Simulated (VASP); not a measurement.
# W (I4_1/amd) in VASP: a series of runs

W is run at these levels: PBE; tasks: single point.

Program: VASP 6.6.1. These are calculated values, not measurements. Logs are shortened: lines on timing, memory, paths and dates and some standing lists are left out, and cuts for length are marked.

## Step 1: The cell of the first run

The structure is tetragonal, space group I4_1/amd (No. 141). Conventional cell: a = 4.217 Å, b = 4.217 Å, c = 2.221 Å, α = 90.00°, β = 90.00°, γ = 90.00°. Within 2.9 Å of W (site symmetry -4m2) lie 10 W at 2.18 to 2.69 Å.

## Step 2: Single point, PBE

Input file INCAR:

```
SYSTEM = W
  PREC = Accurate
  ENCUT = 520
  EDIFF = 1E-7
  ISMEAR = -1
  SIGMA = 0.05
  LREAL = .FALSE.
  LASPH = .TRUE.
  NELM = 80
  ALGO = Normal
  ISIF = 2
  LWAVE = .FALSE.
  LCHARG = .FALSE.
  GGA = PE
  NBANDS = 21
```

Input file KPOINTS:

```
Automatic mesh
0
G
  19 19 19
  0 0 0
```

Input file POSCAR:

```
W
1.0
   -2.1086117148      2.1086117148      1.1103853167
    2.1086117148     -2.1086117148      1.1103853167
    2.1086117148      2.1086117148     -1.1103853167
W
2
Direct
   -0.3750000000     -0.1250000000     -0.2500000000
    0.3750000000      0.1250000000      0.2500000000
```

Potentials or basis: VASP PAW PBE potentials, release 64 (W_sv).

Run with:

```sh
cat potpaw_PBE.64/W_sv/POTCAR > POTCAR
mpirun -np 1 vasp_std > vasp.out
```

OUTCAR:

```text
SYSTEM = W
   PREC = Accurate
   ENCUT = 520
   EDIFF = 1E-7
   ISMEAR = -1
   LREAL = .FALSE.
   LASPH = .TRUE.
   NELM = 80
   ISIF = 2
   GGA = PE

 ion  position               nearest neighbor table
   1  0.625  0.875  0.750-   2 2.18   2 2.18   2 2.18   2 2.18   2 2.69   2 2.69   2 2.69   2 2.69
                             2 3.49   2 3.49
   2  0.375  0.125  0.250-   1 2.18   1 2.18   1 2.18   1 2.18   1 2.69   1 2.69   1 2.69   1 2.69
                             1 3.49   1 3.49

  LATTYP: Found a body centered tetragonal cell.
 ALAT       =     4.2172234296
 C/A-ratio  =     0.5265954414

  Lattice vectors:

 A1 = (  -2.1086117148,   2.1086117148,   1.1103853167)
 A2 = (   2.1086117148,  -2.1086117148,   1.1103853167)
 A3 = (   2.1086117148,   2.1086117148,  -1.1103853167)

Analysis of symmetry for initial positions (statically):
=====================================================================
 Subroutine PRICEL returns:
 Original cell was already a primitive cell.

 Routine SETGRP: Setting up the symmetry group for a
 body centered tetragonal supercell.

 Subroutine GETGRP returns: Found 16 space group operations
 (whereof  4 operations were pure point group operations)
 out of a pool of 16 trial point group operations.

The static configuration has the point symmetry C_2h.
 The point group associated with its full space group is D_4h.

Analysis of symmetry for dynamics (positions and initial velocities):
=====================================================================
 Subroutine PRICEL returns:
 Original cell was already a primitive cell.

 Routine SETGRP: Setting up the symmetry group for a
 body centered tetragonal supercell.

 Subroutine GETGRP returns: Found 16 space group operations
 (whereof  4 operations were pure point group operations)
 out of a pool of 16 trial point group operations.

The dynamic configuration has the point symmetry C_2h.
 The point group associated with its full space group is D_4h.

 Subroutine INISYM returns: Found 16 space group operations
 (whereof  4 operations are pure point group operations),
 and found     1 'primitive' translations

----------------------------------------------------------------------------------------

                                     Primitive cell

  volume of cell :      19.7482

  direct lattice vectors                    reciprocal lattice vectors
    -2.108611715  2.108611715  1.110385317     0.000000000  0.237122841  0.450294139
     2.108611715 -2.108611715  1.110385317     0.237122841  0.000000000  0.450294139
     2.108611715  2.108611715 -1.110385317     0.237122841  0.237122841  0.000000000

  length of vectors
     3.182050012  3.182050012  3.182050012     0.508912618  0.508912618  0.335342337

  position of ions in fractional coordinates (direct lattice)
     0.625000000  0.875000000  0.750000000
     0.375000000  0.125000000  0.250000000

  ion indices of the primitive-cell ions
   primitive index   ion index
                 1           1
                 2           2

----------------------------------------------------------------------------------------

 KPOINTS: Automatic mesh

Automatic generation of k-mesh.
 Grid dimensions read from file:
 generate k-points for:   19   19   19

 Generating k-lattice:

  Cartesian coordinates                     Fractional coordinates (reciprocal lattice)
     0.000000000  0.012480150  0.023699692     0.052631579  0.000000000  0.000000000
     0.012480150  0.000000000  0.023699692     0.000000000  0.052631579  0.000000000
     0.012480150  0.012480150  0.000000000     0.000000000  0.000000000  0.052631579

  Length of vectors
     0.026784875  0.026784875  0.017649597

  Shift w.r.t. Gamma in fractional coordinates (k-lattice)
     0.000000000  0.000000000  0.000000000

 Subroutine IBZKPT returns following result:
 ===========================================

 Found    550 irreducible k-points:

 Following reciprocal coordinates:
            Coordinates               Weight
  0.000000  0.000000  0.000000      1.000000
  0.052632  0.000000 -0.000000      8.000000
  0.105263  0.000000 -0.000000      8.000000
  0.157895  0.000000 -0.000000      8.000000
  0.210526  0.000000 -0.000000      8.000000
  0.263158  0.000000 -0.000000      8.000000
[... 16 lines left out ...]
 -0.315789  0.052632  0.000000     16.000000
 -0.263158  0.052632  0.000000     16.000000
 [... further k-points ...]
   k-points           NKPTS =    550   k-points in BZ     NKDIM =    550   number of bands    NBANDS=     21
   number of dos      NEDOS =    301   number of ions     NIONS =      2
   total plane-waves  NPLWV =  13824
   dimension x,y,z NGX =    24 NGY =   24 NGZ =   24
   dimension x,y,z NGXF=    48 NGYF=   48 NGZF=   48
   ions per type =               2
   NGX,Y,Z   is equivalent  to a cutoff of  12.54, 12.54, 12.54 a.u.
   NGXF,Y,Z  is equivalent  to a cutoff of  25.08, 25.08, 25.08 a.u.
 SYSTEM =  W
   PREC   = accura    normal or accurate (medium, high low for compatibility)
   ISTART =      0    job   : 0-new  1-cont  2-samecut
   ICHARG =      2    charge: 1-file 2-atom 10-const
   ISPIN  =      1    spin polarized calculation?
   LNONCOLLINEAR =      F non collinear calculations
   LSORBIT =      F    spin-orbit coupling
   LASPH  =      T    aspherical Exc in radial PAW
   ENCUT  =  520.0 eV  38.22 Ry    6.18 a.u.   5.92  5.92  5.92*2*pi/ulx,y,z
   NELM   =     80;   NELMIN=  2; NELMDL= -5     # of ELM steps
   EDIFF  = 0.1E-06   stopping-criterion for ELM
   LREAL  =      F    real-space projection
   EDIFFG = 0.1E-05   stopping-criterion for IOM
   NSW    =      0    number of steps for IOM
   IBRION =     -1    ionic relax: 0-MD 1-quasi-New 2-CG
   NFREE  =      0    steps in history (QN), initial steepest desc. (CG)
   ISIF   =      2    stress and relaxation
   ISYM   =      2    0-nonsym 1-usesym 2-fastsym
   POTIM  = 0.5000    time-step for ionic-motion
   TEBEG  =    0.0;   TEEND  =   0.0 temperature during run
   PSTRESS=    0.0 pullay stress
   NELECT =      28.0000    total number of electrons
   NUPDOWN=      -1.0000    fix difference up-down
   EMIN   =  10.00;   EMAX   =-10.00  energy-range for DOS
   EFERMI =   0.00;   METHOD = LEGACY
   ISMEAR =    -1;   SIGMA  =   0.05  broadening in eV -4-tet -1-fermi 0-gaus
   EFERMI_NEDOS =   21; number of points for ismear=-14 and -15
   IALGO  =     38    algorithm
   IMIX   =      4    mixing-type and parameters
     AMIX     =   0.40;   BMIX     =  1.00
     AMIX_MAG =   1.60;   BMIX_MAG =  1.00
  volume/ion in A,a.u.               =       9.87        66.63
  Fermi-wavevector in a.u.,A,eV,Ry     =   1.839156  3.475501 46.021628  3.382494
  Thomas-Fermi vector in A             =   2.891766
   LORBIT       =      0    0 simple, 1 ext, 2 COOP (PROOUT), +10 PAW based schemes
   GGA     = PE    functional components
   LHFCALC =     F    Hartree Fock is set to
   AEXX    =    0.0000 exact exchange contribution
   IVDW    =     0    specifies the selected vdW correction
   LEPSILON=     F    determine dielectric tensor
   LRPA    =     F    only Hartree local field effects (RPA)
 non-spin polarized calculation
  energy-cutoff  :      520.00
  volume of cell :       19.75
 maximum number of plane-waves:       544
   NGX = 11   NGY = 11   NGZ = 11

 number of electron      28.0000000 magnetization

 Free energy of the ion-electron system (eV)
  ---------------------------------------------------
  ext. energy  EPLUGINS =         0.00000000
  ---------------------------------------------------
  free energy    TOTEN  =       -10.43418372 eV

  energy without entropy =      -10.42572165  energy(sigma->0) =      -10.42995268

 E-fermi :  19.8365     XC(G=0): -16.4365

 val. band max:       19.8354995124   @ k =  -0.4211   0.2632   0.0526
 cond. band min:      19.8368043832   @ k =  -0.2105  -0.2105   0.1579
 fundamental gap:      0.0013048709
 Fermi energy:        19.8365040528

 k-point     1 :       0.0000    0.0000    0.0000
  band No.  band energies     occupation
      1     -55.3178      2.00000
      2     -53.6089      2.00000
      3     -21.5891      2.00000
      4     -21.5891      2.00000
      5     -16.6953      2.00000
      6     -16.6953      2.00000
[... 13 lines left out ...]
     20      31.7468      0.00000
     21      33.3261      0.00000

 k-point     2 :       0.0526    0.0000   -0.0000
  band No.  band energies     occupation
      1     -55.2907      2.00000
      2     -53.6018      2.00000
      3     -21.5743      2.00000
      4     -21.5353      2.00000
      5     -16.8305      2.00000
      6     -16.6858      2.00000
[... 13 lines left out ...]
     20      31.7750      0.00000
     21      33.7824      0.00000

 k-point     3 :       0.1053    0.0000   -0.0000
  band No.  band energies     occupation
      1     -55.2115      2.00000
      2     -53.5816      2.00000
      3     -21.5307      2.00000
      4     -21.3795      2.00000
      5     -17.2965      2.00000
      6     -17.1645      2.00000
[... 13 lines left out ...]
     20      32.4302      0.00000
     21      34.5047      0.00000

 k-point     4 :       0.1579    0.0000   -0.0000
  band No.  band energies     occupation
      1     -55.0865      2.00000
      2     -53.5517      2.00000
      3     -21.4614      2.00000
      4     -21.1412      2.00000
      5     -18.0431      2.00000
      6     -17.8262      2.00000
[... 13 lines left out ...]
     20      34.1660      0.00000
     21      35.6330      0.00000

 k-point     5 :       0.2105    0.0000   -0.0000
  band No.  band energies     occupation
      1     -54.9259      2.00000
      2     -53.5173      2.00000
      3     -21.3716      2.00000
      4     -20.8655      2.00000
      5     -18.9182      2.00000
      6     -18.5503      2.00000
[... 13 lines left out ...]
     20      36.3286      0.00000
     21      36.9237      0.00000
[... 382 lines left out ...]
     20      34.1017      0.00000
     21      35.7033      0.00000

 k-point    22 :      -0.3684    0.0526    0.0000
  band No.  band energies     occupation
      1     -54.5033      2.00000
      2     -53.5134      2.00000
      3     -21.2367      2.00000
      4     -20.9236      2.00000
      5     -20.4199      2.00000
      6     -19.1214      2.00000
[... 13 lines left out ...]
     20      35.0069      0.00000
     21      35.9500      0.00000

 k-point    23 :      -0.3158    0.0526    0.0000
  band No.  band energies     occupation
      1     -54.6914      2.00000
      2     -53.5384      2.00000
      3     -21.3068      2.00000
      4     -20.5441      2.00000
      5     -19.8362      2.00000
      6     -19.0427      2.00000
[... 13 lines left out ...]
     20      35.8427      0.00000
     21      37.0380      0.00000

 k-point    24 :      -0.2632    0.0526    0.0000
  band No.  band energies     occupation
      1     -54.8780      2.00000
      2     -53.5675      2.00000
      3     -21.4017      2.00000
      4     -20.6623      2.00000
      5     -19.0315      2.00000
      6     -18.5063      2.00000
[... 13 lines left out ...]
     20      35.5760      0.00000
     21      37.3365      0.00000

 [... further k-points ...]

------------------------ aborting loop because EDIFF is reached ----------------------------------------

  FORCE on cell =-STRESS in cart. coord.  units (eV):
  Direction    XX          YY          ZZ          XY          YZ          ZX
  --------------------------------------------------------------------------------------
  -------------------------------------------------------------------------------------
  Total       55.5192174     55.5192174     55.6434595     -0.0000000     -0.0000000      0.0000000
  in kB     4504.2966631   4504.2966631   4514.3764735     -0.0000000     -0.0000000      0.0000000
  external PRESSURE =    4507.6565999 kB  Pullay stress =       0.0000000 kB

 VOLUME and BASIS-vectors are now :
 -----------------------------------------------------------------------------
  energy-cutoff  :      520.00
  volume of cell :       19.75
      direct lattice vectors                 reciprocal lattice vectors
    -2.108611715  2.108611715  1.110385317     0.000000000  0.237122841  0.450294139
     2.108611715 -2.108611715  1.110385317     0.237122841  0.000000000  0.450294139
     2.108611715  2.108611715 -1.110385317     0.237122841  0.237122841  0.000000000

 POSITION                                       TOTAL-FORCE (eV/Angst)
 -----------------------------------------------------------------------------------
      2.10861      1.05431      0.83279        -0.000000      0.000000     -0.000000
      0.00000      1.05431      0.27760         0.000000     -0.000000      0.000000
 -----------------------------------------------------------------------------------
    total drift:                               -0.000000      0.000000      0.000000

  FREE ENERGIE OF THE ION-ELECTRON SYSTEM (eV)
  ---------------------------------------------------
  free  energy   TOTEN  =       -10.4341837159 eV

  energy  without entropy=      -10.4257216495  energy(sigma->0) =      -10.42995268
```

It took 2.9 min on 1 thread of Intel Xeon 8259CL, shared host; peak memory 0.29 GiB.

Results:

```yaml
Free_energy: -10.4342 eV
Pressure: 450.8 GPa
Band_gap_on_the_k_mesh: zero (bands 14 and 15 overlap by 6.45 eV)
```

Stress tensor (GPa, compression positive):
```
450.43   0.00   0.00
  0.00 450.43   0.00
  0.00   0.00 451.44
```

Caveat: the cell stands under pressure; spin-orbit coupling is left out, which moves the levels of the heavy elements.

## Step 3: Single point, PBE

Input file INCAR:

```
  PREC = Accurate
  ENCUT = 520
  EDIFF = 1E-6
  ISMEAR = -1
  SIGMA = 0.05
  LREAL = False
  LASPH = True
  NELM = 100
  ALGO = Normal
  ISIF = 2
  LWAVE = False
  LCHARG = True
  GGA = PE
  LELF = True
  LVHAR = True
  NBANDS = 21
```

Input file KPOINTS:

```
Automatic mesh
0
Gamma
  19 19 19
```

Input file POSCAR:

```
W
1.0
   -2.1075269723      2.1075269723      1.1097553862
    2.1075269723     -2.1075269723      1.1097553862
    2.1075269723      2.1075269723     -1.1097553862
W
2
Direct
   -0.3750000000     -0.1250000000     -0.2500000000
    0.3750000000      0.1250000000      0.2500000000
```

Potentials or basis: VASP PAW PBE potentials, release 64 (W_sv).

Run with:

```sh
cat potpaw_PBE.64/W_sv/POTCAR > POTCAR
mpirun -np 1 vasp_std > vasp.out
```

Wall time 2.7 min (1 thread of Intel Xeon 8259CL, shared host); peak memory 0.29 GiB.

The run converged. Its results:

```yaml
Free_energy: -10.3452 eV
Pressure: 453.5 GPa
Band_gap_on_the_k_mesh: zero (bands 14 and 15 overlap by 6.46 eV)
```

Stress tensor (GPa, compression positive):
```
453.16   0.00   0.00
  0.00 453.16   0.00
  0.00   0.00 454.26
```

Levels at points of the mesh, in eV from the Fermi level:
```
           k point  band 10  band 11  band 12  band 13  band 14  band 15  band 16  band 17  band 18  band 19
(0.00, 0.00, 0.00)   -11.56    -7.95    -6.90    -5.92     2.45     2.45     2.90     2.90     9.87    11.94
```

Caveat: the cell stands under pressure; spin-orbit coupling is left out, which moves the levels of the heavy elements.
